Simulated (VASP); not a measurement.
# KF in VASP: notebook

Runs on KF. Level: PBE. Tasks: single point.

Everything below comes from runs of VASP 6.6.1. Logs are shortened: lines on timing, memory, paths and dates and some standing lists are left out, and cuts for length are marked.

**1. The cell of the first run**

The structure is cubic, space group Fm-3m (No. 225). The conventional cell has a = 5.373 Å, b = 5.373 Å, c = 5.373 Å, α = 90.00°, β = 90.00°, γ = 90.00°. Within 3.5 Å of K (site symmetry m-3m) lie 6 F at 2.69 Å. Within 3.5 Å of F (site symmetry m-3m) lie 6 K at 2.69 Å.

**2. Single point, PBE (strained and its atoms moved)**

File INCAR:

```
SYSTEM = KF
  PREC = Accurate
  ENCUT = 520
  EDIFF = 1E-6
  ISMEAR = 0
  SIGMA = 0.02
  LREAL = .False.
  LASPH = .True.
  NELM = 100
  ALGO = Normal
  ISIF = 2
  LWAVE = .False.
  LCHARG = .False.
  GGA = PE
  NBANDS = 15
```

File KPOINTS:

```
Automatic mesh
0
Gamma
  8 8 8
  0 0 0
```

File POSCAR:

```
KF
1.0
    0.0000000000      2.6863862700      2.6863862700
    2.6863862700      0.0000000000      2.6863862700
    2.6863862700      2.6863862700      0.0000000000
K F
1 1
Direct
    0.0000000000      0.0000000000      0.0000000000
    0.5000000000      0.5000000000      0.5000000000
```

Potentials or basis: VASP PAW PBE potentials, release 64 (K_sv, F).

On the command line:

```sh
$ cat potpaw_PBE.64/K_sv/POTCAR potpaw_PBE.64/F/POTCAR > POTCAR
$ mpirun -np 1 vasp_std > vasp.out
```

OUTCAR:

```text
SYSTEM = KF
   PREC = Accurate
   ENCUT = 520
   EDIFF = 1E-6
   ISMEAR = 0
   LREAL = .False.
   LASPH = .True.
   NELM = 100
   ISIF = 2
   GGA = PE

 ion  position               nearest neighbor table
   1  0.000  0.000  0.000-   2 2.69   2 2.69   2 2.69   2 2.69   2 2.69   2 2.69
   2  0.500  0.500  0.500-   1 2.69   1 2.69   1 2.69   1 2.69   1 2.69   1 2.69

  LATTYP: Found a face centered cubic cell.
 ALAT       =     5.3727725400

  Lattice vectors:

 A1 = (   0.0000000000,   2.6863862700,   2.6863862700)
 A2 = (   2.6863862700,   0.0000000000,   2.6863862700)
 A3 = (   2.6863862700,   2.6863862700,   0.0000000000)

Analysis of symmetry for initial positions (statically):
=====================================================================
 Subroutine PRICEL returns:
 Original cell was already a primitive cell.

 Routine SETGRP: Setting up the symmetry group for a
 face centered cubic supercell.

 Subroutine GETGRP returns: Found 48 space group operations
 (whereof 48 operations were pure point group operations)
 out of a pool of 48 trial point group operations.

The static configuration has the point symmetry O_h .

Analysis of symmetry for dynamics (positions and initial velocities):
=====================================================================
 Subroutine PRICEL returns:
 Original cell was already a primitive cell.

 Routine SETGRP: Setting up the symmetry group for a
 face centered cubic supercell.

 Subroutine GETGRP returns: Found 48 space group operations
 (whereof 48 operations were pure point group operations)
 out of a pool of 48 trial point group operations.

The dynamic configuration has the point symmetry O_h .

 Subroutine INISYM returns: Found 48 space group operations
 (whereof 48 operations are pure point group operations),
 and found     1 'primitive' translations

----------------------------------------------------------------------------------------

                                     Primitive cell

  volume of cell :      38.7735

  direct lattice vectors                    reciprocal lattice vectors
     0.000000000  2.686386270  2.686386270    -0.186123643  0.186123643  0.186123643
     2.686386270  0.000000000  2.686386270     0.186123643 -0.186123643  0.186123643
     2.686386270  2.686386270  0.000000000     0.186123643  0.186123643 -0.186123643

  length of vectors
     3.799123897  3.799123897  3.799123897     0.322375607  0.322375607  0.322375607

  position of ions in fractional coordinates (direct lattice)
     0.000000000  0.000000000  0.000000000
     0.500000000  0.500000000  0.500000000

  ion indices of the primitive-cell ions
   primitive index   ion index
                 1           1
                 2           2

----------------------------------------------------------------------------------------

 KPOINTS: Automatic mesh

Automatic generation of k-mesh.
 Grid dimensions read from file:
 generate k-points for:    8    8    8

 Generating k-lattice:

  Cartesian coordinates                     Fractional coordinates (reciprocal lattice)
    -0.023265455  0.023265455  0.023265455     0.125000000  0.000000000  0.000000000
     0.023265455 -0.023265455  0.023265455     0.000000000  0.125000000  0.000000000
     0.023265455  0.023265455 -0.023265455     0.000000000  0.000000000  0.125000000

  Length of vectors
     0.040296951  0.040296951  0.040296951

  Shift w.r.t. Gamma in fractional coordinates (k-lattice)
     0.000000000  0.000000000  0.000000000

 Subroutine IBZKPT returns following result:
 ===========================================

 Found     29 irreducible k-points:

 Following reciprocal coordinates:
            Coordinates               Weight
  0.000000  0.000000  0.000000      1.000000
  0.125000  0.000000  0.000000      8.000000
  0.250000  0.000000  0.000000      8.000000
  0.375000  0.000000  0.000000      8.000000
  0.500000  0.000000  0.000000      4.000000
  0.125000  0.125000  0.000000      6.000000
[... 16 lines left out ...]
  0.500000  0.250000  0.125000     48.000000
 -0.375000  0.250000  0.125000     24.000000
 [... further k-points ...]
   k-points           NKPTS =     29   k-points in BZ     NKDIM =     29   number of bands    NBANDS=     15
   number of dos      NEDOS =    301   number of ions     NIONS =      2
   total plane-waves  NPLWV =  21952
   dimension x,y,z NGX =    28 NGY =   28 NGZ =   28
   dimension x,y,z NGXF=    56 NGYF=   56 NGZF=   56
   ions per type =               1   1
   NGX,Y,Z   is equivalent  to a cutoff of  12.25, 12.25, 12.25 a.u.
   NGXF,Y,Z  is equivalent  to a cutoff of  24.51, 24.51, 24.51 a.u.
 SYSTEM =  KF
   PREC   = accura    normal or accurate (medium, high low for compatibility)
   ISTART =      0    job   : 0-new  1-cont  2-samecut
   ICHARG =      2    charge: 1-file 2-atom 10-const
   ISPIN  =      1    spin polarized calculation?
   LNONCOLLINEAR =      F non collinear calculations
   LSORBIT =      F    spin-orbit coupling
   LASPH  =      T    aspherical Exc in radial PAW
   ENCUT  =  520.0 eV  38.22 Ry    6.18 a.u.   7.06  7.06  7.06*2*pi/ulx,y,z
   NELM   =    100;   NELMIN=  2; NELMDL= -5     # of ELM steps
   EDIFF  = 0.1E-05   stopping-criterion for ELM
   LREAL  =      F    real-space projection
   EDIFFG = 0.1E-04   stopping-criterion for IOM
   NSW    =      0    number of steps for IOM
   IBRION =     -1    ionic relax: 0-MD 1-quasi-New 2-CG
   NFREE  =      0    steps in history (QN), initial steepest desc. (CG)
   ISIF   =      2    stress and relaxation
   ISYM   =      2    0-nonsym 1-usesym 2-fastsym
   POTIM  = 0.5000    time-step for ionic-motion
   TEBEG  =    0.0;   TEEND  =   0.0 temperature during run
   PSTRESS=    0.0 pullay stress
   NELECT =      16.0000    total number of electrons
   NUPDOWN=      -1.0000    fix difference up-down
   EMIN   =  10.00;   EMAX   =-10.00  energy-range for DOS
   EFERMI =   0.00;   METHOD = LEGACY
   ISMEAR =     0;   SIGMA  =   0.02  broadening in eV -4-tet -1-fermi 0-gaus
   EFERMI_NEDOS =   21; number of points for ismear=-14 and -15
   IALGO  =     38    algorithm
   IMIX   =      4    mixing-type and parameters
     AMIX     =   0.40;   BMIX     =  1.00
     AMIX_MAG =   1.60;   BMIX_MAG =  1.00
  volume/ion in A,a.u.               =      19.39       130.83
  Fermi-wavevector in a.u.,A,eV,Ry     =   1.218811  2.303219 20.211458  1.485500
  Thomas-Fermi vector in A             =   2.354085
   LORBIT       =      0    0 simple, 1 ext, 2 COOP (PROOUT), +10 PAW based schemes
   GGA     = PE    functional components
   LHFCALC =     F    Hartree Fock is set to
   AEXX    =    0.0000 exact exchange contribution
   IVDW    =     0    specifies the selected vdW correction
   LEPSILON=     F    determine dielectric tensor
   LRPA    =     F    only Hartree local field effects (RPA)
 non-spin polarized calculation
 Gauss-broadening in eV      SIGMA  =   0.02
  energy-cutoff  :      520.00
  volume of cell :       38.77
 maximum number of plane-waves:      1056
   NGX = 15   NGY = 15   NGZ = 15

 number of electron      15.9999993 magnetization

 Free energy of the ion-electron system (eV)
  ---------------------------------------------------
  ext. energy  EPLUGINS =         0.00000000
  ---------------------------------------------------
  free energy    TOTEN  =        -8.29527387 eV

  energy without entropy =       -8.29527387  energy(sigma->0) =       -8.29527387

 E-fermi :  -2.7511     XC(G=0):  -8.3302

 val. band max:       -2.8474234436   @ k =   0.0000   0.0000   0.0000
 cond. band min:       3.2336971508   @ k =   0.0000   0.0000   0.0000
 fundamental gap:      6.0811205945
 Fermi energy:        -2.7510866460

 k-point     1 :       0.0000    0.0000    0.0000
  band No.  band energies     occupation
      1     -29.0304      2.00000
      2     -21.4953      2.00000
      3     -12.2925      2.00000
      4     -12.2925      2.00000
      5     -12.2925      2.00000
      6      -2.8474      2.00000
      7      -2.8474      2.00000
      8      -2.8474      2.00000
      9       3.2337      0.00000
     10       7.7862      0.00000
     11       7.7862      0.00000
     12       7.7862      0.00000
     13       9.4364      0.00000
     14       9.4364      0.00000
     15      13.9839      0.00000

 k-point     2 :       0.1250    0.0000    0.0000
  band No.  band energies     occupation
      1     -29.0177      2.00000
      2     -21.5065      2.00000
      3     -12.3319      2.00000
      4     -12.2978      2.00000
      5     -12.2978      2.00000
      6      -2.9843      2.00000
      7      -2.8980      2.00000
      8      -2.8980      2.00000
      9       3.6607      0.00000
     10       7.5393      0.00000
     11       7.9923      0.00000
     12       7.9923      0.00000
     13       9.5754      0.00000
     14       9.5754      0.00000
     15      14.7200      0.00000

 k-point     3 :       0.2500    0.0000    0.0000
  band No.  band energies     occupation
      1     -28.9869      2.00000
      2     -21.5347      2.00000
      3     -12.4263      2.00000
      4     -12.3106      2.00000
      5     -12.3106      2.00000
      6      -3.2746      2.00000
      7      -3.0175      2.00000
      8      -3.0175      2.00000
      9       4.7291      0.00000
     10       7.1920      0.00000
     11       8.5007      0.00000
     12       8.5007      0.00000
     13      10.0106      0.00000
     14      10.0107      0.00000
     15      15.6525      0.00000
[... 343 lines left out ...]
 k-point    23 :       0.5000    0.2500    0.1250
  band No.  band energies     occupation
      1     -28.9417      2.00000
      2     -21.5484      2.00000
      3     -12.5568      2.00000
      4     -12.4820      2.00000
      5     -12.3552      2.00000
      6      -3.3990      2.00000
      7      -3.1353      2.00000
      8      -3.0065      2.00000
      9       6.2864      0.00000
     10       6.7397      0.00000
     11       8.8142      0.00000
     12       9.6397      0.00000
     13      10.5547      0.00000
     14      11.5027      0.00000
     15      13.1970      0.00000

 k-point    24 :      -0.3750    0.2500    0.1250
  band No.  band energies     occupation
      1     -28.9318      2.00000
      2     -21.5528      2.00000
      3     -12.5987      2.00000
      4     -12.4975      2.00000
      5     -12.3629      2.00000
      6      -3.4053      2.00000
      7      -3.1184      2.00000
      8      -3.0985      2.00000
      9       6.4857      0.00000
     10       7.1647      0.00000
     11       8.7364      0.00000
     12       9.7850      0.00000
     13      11.0182      0.00000
     14      12.0436      0.00000
     15      12.2563      0.00000

 [... further k-points ...]
[... 5 lines left out ...]
  --------------------------------------------------------------------------------------
  -------------------------------------------------------------------------------------
  Total        0.2063588      0.2063588      0.2063588      0.0000000      0.0000000      0.0000000
  in kB        8.5270390      8.5270390      8.5270390      0.0000000      0.0000000      0.0000000
  external PRESSURE =       8.5270390 kB  Pullay stress =       0.0000000 kB

 VOLUME and BASIS-vectors are now :
 -----------------------------------------------------------------------------
  energy-cutoff  :      520.00
  volume of cell :       38.77
      direct lattice vectors                 reciprocal lattice vectors
     0.000000000  2.686386270  2.686386270    -0.186123643  0.186123643  0.186123643
     2.686386270  0.000000000  2.686386270     0.186123643 -0.186123643  0.186123643
     2.686386270  2.686386270  0.000000000     0.186123643  0.186123643 -0.186123643

 POSITION                                       TOTAL-FORCE (eV/Angst)
 -----------------------------------------------------------------------------------
      0.00000      0.00000      0.00000         0.000000      0.000000     -0.000000
      2.68639      2.68639      2.68639        -0.000000     -0.000000      0.000000
 -----------------------------------------------------------------------------------
    total drift:                                0.000000      0.000000      0.000000

  FREE ENERGIE OF THE ION-ELECTRON SYSTEM (eV)
  ---------------------------------------------------
  free  energy   TOTEN  =        -8.2952738677 eV

  energy  without entropy=       -8.2952738677  energy(sigma->0) =       -8.29527387
```

Wall time 27 s (1 thread of AMD EPYC 7R13 (Zen 3), shared host); peak memory 0.13 GiB.

Results:

| Property | Result |
| --- | --- |
| Free energy | -8.2953 eV |
| Pressure | 0.9 GPa |
| Band gap on the k mesh | 6.08 eV, direct |

Levels at points of the mesh, in eV from the valence-band top:
```csv
k point,band 5,band 6,band 7,band 8,band 9,band 10,band 11,band 12
"(0.00, 0.00, 0.00)",-9.45,0.00,0.00,0.00,6.08,10.63,10.63,10.63
"(0.50, 0.00, 0.00)",-9.48,-0.77,-0.33,-0.33,9.00,10.48,11.99,11.99
"(0.50, 0.50, 0.00)",-9.64,-0.22,-0.06,-0.06,8.19,10.21,11.68,13.52
```

Caveat: the cell differs from its parent crystal (strained and its atoms moved).

**3. Single point, PBE (strained)**

File INCAR:

```
PREC = Accurate
ENCUT = 520
EDIFF = 1E-6
ISMEAR = 0
SIGMA = 0.02
LREAL = F
LASPH = T
NELM = 100
ALGO = Normal
ISIF = 2
LWAVE = F
LCHARG = T
GGA = PE
LELF = T
LVHAR = T
NBANDS = 15
```

File KPOINTS:

```
Automatic mesh
0
Gamma
  8 8 8
```

File POSCAR:

```
KF
1.0
    0.0000000000      2.7617255000      2.7617255000
    2.7617255000      0.0000000000      2.7617255000
    2.7617255000      2.7617255000      0.0000000000
K F
1 1
Direct
    0.0000000000      0.0000000000      0.0000000000
    0.5000000000      0.5000000000      0.5000000000
```

Potentials or basis: VASP PAW PBE potentials, release 64 (K_sv, F).

On the command line:

```sh
$ cat potpaw_PBE.64/K_sv/POTCAR potpaw_PBE.64/F/POTCAR > POTCAR
$ mpirun -np 1 vasp_std > vasp.out
```

Wall time 44 s (1 thread of AMD EPYC 7R13 (Zen 3), shared host); peak memory 0.14 GiB.

It converged, with:

* Free energy: -8.2910 eV
* Pressure: -1.4 GPa
* Band gap on the k mesh: 5.67 eV, direct

Levels at points of the mesh, in eV from the valence-band top:
```
           k point  band 5  band 6  band 7  band 8  band 9  band 10  band 11  band 12
(0.00, 0.00, 0.00)   -9.74    0.00    0.00    0.00    5.67    10.39    10.39    10.39
(0.50, 0.00, 0.00)   -9.77   -0.69   -0.27   -0.27    8.65     9.89    11.60    11.60
(0.50, 0.50, 0.00)   -9.89   -0.25   -0.07   -0.07    8.10     9.76    11.04    13.08
```

Caveat: the cell differs from its parent crystal (strained). A k mesh can miss the band edges.

**4. Single point, PBE (one atom moved)**

File INCAR:

```
SYSTEM = KF
PREC = Accurate ; ENCUT = 520
EDIFF = 1E-6 ; ISMEAR = 0
SIGMA = 0.02 ; LREAL = .FALSE.
LASPH = .TRUE. ; NELM = 80
ALGO = Normal ; ISIF = 2
LWAVE = .FALSE. ; LCHARG = .FALSE.
GGA = PE ; NBANDS = 15
```

File KPOINTS:

```
regular mesh
0
G
  8 8 8
  0 0 0
```

File POSCAR:

```
KF
1.0
    0.0000000000      2.6735000000      2.6735000000
    2.6735000000      0.0000000000      2.6735000000
    2.6735000000      2.6735000000      0.0000000000
K F
1 1
Direct
    0.0000000000      0.0000000000      0.0000000000
    0.5168318683      0.4831681317      0.5168318683
```

Potentials or basis: VASP PAW PBE potentials, release 64 (K_sv, F).

On the command line:

```sh
$ cat potpaw_PBE.64/K_sv/POTCAR potpaw_PBE.64/F/POTCAR > POTCAR
$ mpirun -np 1 vasp_std > vasp.out
```

OUTCAR:

```text
SYSTEM = KF
   PREC = Accurate
   ENCUT = 520
   EDIFF = 1E-6
   ISMEAR = 0
   LREAL = .FALSE.
   LASPH = .TRUE.
   NELM = 80
   ISIF = 2
   GGA = PE

 ion  position               nearest neighbor table
   1  0.000  0.000  0.000-   2 2.58   2 2.68   2 2.68   2 2.68   2 2.68   2 2.76
   2  0.517  0.483  0.517-   1 2.58   1 2.68   1 2.68   1 2.68   1 2.68   1 2.76

  LATTYP: Found a face centered cubic cell.
 ALAT       =     5.3470000000

  Lattice vectors:

 A1 = (   0.0000000000,   2.6735000000,   2.6735000000)
 A2 = (   2.6735000000,   0.0000000000,   2.6735000000)
 A3 = (   2.6735000000,   2.6735000000,   0.0000000000)

Analysis of symmetry for initial positions (statically):
=====================================================================
 Subroutine PRICEL returns:
 Original cell was already a primitive cell.

 Routine SETGRP: Setting up the symmetry group for a
 face centered cubic supercell.

 Subroutine GETGRP returns: Found  8 space group operations
 (whereof  8 operations were pure point group operations)
 out of a pool of 48 trial point group operations.

The static configuration has the point symmetry C_4v.

Analysis of symmetry for dynamics (positions and initial velocities):
[... 165 lines left out ...]

 k-point     1 :       0.0000    0.0000    0.0000
  band No.  band energies     occupation
      1     -28.9479      2.00000
      2     -21.4673      2.00000
      3     -12.1998      2.00000
      4     -12.1992      2.00000
      5     -12.1992      2.00000
      6      -2.8168      2.00000
      7      -2.8168      2.00000
      8      -2.8135      2.00000
      9       3.3437      0.00000
     10       7.8687      0.00000
     11       7.8805      0.00000
     12       7.8805      0.00000
     13       9.5368      0.00000
     14       9.5610      0.00000
[... 401 lines left out ...]
      2     -21.5209      2.00000
      3     -12.5593      2.00000
      4     -12.3856      2.00000
      5     -12.3236      2.00000
      6      -3.2612      2.00000
      7      -3.0659      2.00000
      8      -3.0065      2.00000
      9       6.2865      0.00000
     10       7.1083      0.00000
     11       8.8410      0.00000
     12      10.0173      0.00000
     13      11.2485      0.00000
     14      11.6940      0.00000
     15      12.8098      0.00000

 [... further k-points ...]
[... 5 lines left out ...]
  --------------------------------------------------------------------------------------
  -------------------------------------------------------------------------------------
  Total        0.3170109      0.4205010      0.3170109      0.0000000     -0.0000000      0.0000000
  in kB       13.2896703     17.6281623     13.2896703      0.0000000     -0.0000000      0.0000000
  external PRESSURE =      14.7358343 kB  Pullay stress =       0.0000000 kB

 VOLUME and BASIS-vectors are now :
 -----------------------------------------------------------------------------
  energy-cutoff  :      520.00
  volume of cell :       38.22
      direct lattice vectors                 reciprocal lattice vectors
     0.000000000  2.673500000  2.673500000    -0.187020759  0.187020759  0.187020759
     2.673500000  0.000000000  2.673500000     0.187020759 -0.187020759  0.187020759
     2.673500000  2.673500000  0.000000000     0.187020759  0.187020759 -0.187020759

 POSITION                                       TOTAL-FORCE (eV/Angst)
 -----------------------------------------------------------------------------------
      0.00000      0.00000      0.00000         0.000000      0.153023      0.000000
      2.67350      2.76350      2.67350         0.000000     -0.153023      0.000000
 -----------------------------------------------------------------------------------
    total drift:                                0.000000     -0.000180      0.000000

  FREE ENERGIE OF THE ION-ELECTRON SYSTEM (eV)
  ---------------------------------------------------
  free  energy   TOTEN  =        -8.2840725922 eV

  energy  without entropy=       -8.2840725922  energy(sigma->0) =       -8.28407259
```

stdout:

```text
POSCAR found type information on POSCAR K F
 POSCAR found :  2 types and       2 ions
 scaLAPACK will be used
 LDA part: xc-table for (Slater+PW92), standard interpolation
 POSCAR, INCAR and KPOINTS ok, starting setup
 FFT: planning ... GRIDC
 FFT: planning ... GRID_SOFT
 FFT: planning ... GRID
 WAVECAR not read
 entering main loop
```

It took 53 s on 1 thread of AMD EPYC 7R13 (Zen 3), shared host; peak memory 0.14 GiB.

Results:

* Free energy: -8.2841 eV
* Pressure: 1.5 GPa
* Largest force: 0.153 eV/Å
* Band gap on the k mesh: 6.16 eV, direct

Forces on the atoms (eV/Å):
```
K    0.000  0.153  0.000
F    0.000 -0.153  0.000
```

Levels at points of the mesh, in eV from the valence-band top:
```csv
k point,band 6,band 7,band 8,band 9,band 10,band 11
"(0.00, 0.00, 0.00)",0.00,0.00,0.00,6.16,10.68,10.69
"(0.50, 0.00, 0.00)",-0.79,-0.34,-0.34,9.06,10.58,12.07
"(0.50, 0.50, 0.00)",-0.21,-0.06,-0.05,8.22,10.28,11.80
"(0.50, 0.00, 0.50)",-0.20,-0.06,-0.06,8.20,10.27,11.79
```

Caveat: the cell differs from its parent crystal (one atom moved). A k mesh can miss the band edges.

(Part 1 of 2 ends here.)
